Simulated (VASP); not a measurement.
Here is a VASP 6.6.1 calculation.

The input INCAR:

```
SYSTEM = YHg
PREC = Accurate
ENCUT = 520
EDIFF = 1E-6
ISMEAR = 0
SIGMA = 0.1
LREAL = .FALSE.
LASPH = .TRUE.
NELM = 80
ALGO = Normal
ISIF = 2
LWAVE = .FALSE.
LCHARG = .FALSE.
GGA = PS
NBANDS = 18
```

KPOINTS

```
Automatic mesh
0
G
  3 3 3
  0 0 0
```

File POSCAR:

```
YHg
1.0
    3.6800000000      0.0000000000      0.0000000000
    0.0000000000      3.6800000000      0.0000000000
    0.0000000000      0.0000000000      3.6800000000
Y Hg
1 1
Direct
    0.5000000000      0.5000000000      0.5000000000
    0.0000000000      0.0000000000      0.0000000000
```

Potentials or basis: VASP PAW PBE potentials, release 64 (Y_sv, Hg).

The run is started by

```sh
$ cat potpaw_PBE.64/Y_sv/POTCAR potpaw_PBE.64/Hg/POTCAR > POTCAR
$ mpirun -np 1 vasp_std > vasp.out
```

Problem. What does it give for the pressure?

Solution. -1.2 GPa.

Caveat: the k points lie up to 0.57 Å⁻¹ apart; the PAW data sets were made with another functional, which shifts forces and pressure a little.
